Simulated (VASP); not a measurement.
The system is SrCl2.

```
Sr Cl
1.0
     0.00000    3.49766    3.49766
     3.49766    0.00000    3.49766
     3.49766    3.49766    0.00000
Sr Cl
1 2
Direct
  0.00000 0.00000 0.00000
  0.75000 0.75000 0.75000
  0.25000 0.25000 0.25000
```

Base run:

* Program: VASP 6.6.1
* Functional: PBE0
* Potentials or basis: VASP PAW PBE potentials, release 64 (Sr_sv, Cl)
* Cutoff: 520 eV
* k mesh: 4 × 4 × 4
* Occupations: gaussian, width 0.01 eV
* Spin: no spin polarisation

Its results: band gap on the k mesh 7.32 eV (least direct gap 7.58 eV); pressure 0.1 GPa.

Q: The run is repeated on the same cell with these changes: functional from PBE0 to HSE06; further incar settings from ALGO = Normal; EDIFF = 1e-06; NBANDS = 19 to ALGO = Normal; EDIFF = 1e-07; NBANDS = 19. What comes out?

A: Band gap on the k mesh 6.58 eV (least direct gap 6.82 eV); pressure 0.3 GPa.

Caveats: the PAW data sets were made with another functional, which shifts forces and pressure a little.

A k mesh can miss the band edges.
